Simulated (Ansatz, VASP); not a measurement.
Two plane-wave programs on HfO2

POSCAR

```
HfO2
1.0
    4.8382821842      0.0000000000      0.0000000000
    0.0000000000      4.8382821842      0.0000000000
    0.0000000000      0.0000000000      3.1878099097
Hf O
2 4
Direct
    0.0000000000      0.0000000000      0.0000000000
    0.5000000000      0.5000000000      0.5000000000
    0.3044744746      0.3044744746      0.0000000000
    0.1955255254      0.8044744746      0.5000000000
    0.8044744746      0.1955255254      0.5000000000
    0.6955255254      0.6955255254      0.0000000000
```

Contents of INCAR.step1:

```
SYSTEM = HfO2
  PREC = Accurate
  ENCUT = 520
  ISMEAR = 0
  SIGMA = 0.01
  LREAL = .FALSE.
  LASPH = .TRUE.
  NELM = 60
  NBANDS = 31
  GGA = PE
  ALGO = Normal
  EDIFF = 1E-4
  LWAVE = .TRUE.
  LCHARG = .FALSE.
```

Contents of INCAR.step2:

```
SYSTEM = HfO2
  PREC = Accurate
  ENCUT = 520
  EDIFF = 1E-7
  ISMEAR = 0
  SIGMA = 0.01
  LREAL = .FALSE.
  LASPH = .TRUE.
  NELM = 60
  ALGO = Normal
  ISIF = 2
  LWAVE = .FALSE.
  LCHARG = .FALSE.
  METAGGA = R2SCAN
  LMIXTAU = .TRUE.
  NBANDS = 31
  ISTART = 1
```

Contents of KPOINTS:

```
Automatic mesh
0
G
  6 6 8
  0 0 0
```

Input for Ansatz:

```yaml
crystal:
  lattice:
    - [4.8382821842, 0.0, 0.0]
    - [0.0, 4.8382821842, 0.0]
    - [0.0, 0.0, 3.1878099097]
  atoms:
    - { symbol: Hf, position: [0.0, 0.0, 0.0] }
    - { symbol: Hf, position: [0.5, 0.5, 0.5] }
    - { symbol: O, position: [0.3044744746, 0.3044744746, 0.0] }
    - { symbol: O, position: [0.1955255254, 0.8044744746, 0.5] }
    - { symbol: O, position: [0.8044744746, 0.1955255254, 0.5] }
    - { symbol: O, position: [0.6955255254, 0.6955255254, 0.0] }
kpoints:
  mp_grid: { grid: [6, 6, 8] }
  band_path:
    path:
      - [0.0, 0.0, 0.0]
      - [0.0, 0.5, 0.0]
      - [0.5, 0.5, 0.0]
      - [0.0, 0.0, 0.5]
      - [0.0, 0.5, 0.5]
      - [0.5, 0.5, 0.5]
    npoints: 1
hamiltonian:
  xc: r2scan
scf:
  occupations: { method: fixed }
  n_extra_bands: 5
output:
  forces: true
  stress: true
  eigenvalues: true
  write_density: true
  write_potential: true
  elf: true
  volumetric_format: npy
```

Change from the starting cell: uniaxial_z strain -1.0%.

Alike in both runs: task single point; functional r2SCAN; k mesh 6 × 6 × 8; no spin polarisation.

|  | VASP | Ansatz |
| --- | --- | --- |
| version | VASP 6.6.1 | Ansatz 0.2.0 |
| potentials or method | VASP PAW PBE potentials, release 64 (Hf_pv, O) | plane waves, PAW |
| plane-wave cutoff (eV) | 520 | 500 |
| occupations | gaussian, width 0.01 eV | fixed |
| valence electrons in the cell | 44 | 76 |

|  | VASP | Ansatz | Ansatz less VASP |
| --- | --- | --- | --- |
| gap on the k mesh at the Fermi level (eV) | 4.47 | 4.53 | +0.062 |
| pressure (GPa) | -0.5 | 2.7 | +3.23 |
| traceless stress, the component that is largest in VASP (GPa) | 1.77 | 2.31 | +0.540 |
| rms of the force components (eV/Å) | 0.027 | 0.000 | -0.0269 |

VASP's potentials were made for PBE, not for r2SCAN. Atom by atom the forces differ by 0.027 eV/Å (rms over components). VASP's potentials hold 44 valence electrons a cell and Ansatz's 76, so a difference there can come from the potentials and not from the codes.

Spin-orbit coupling is off throughout.
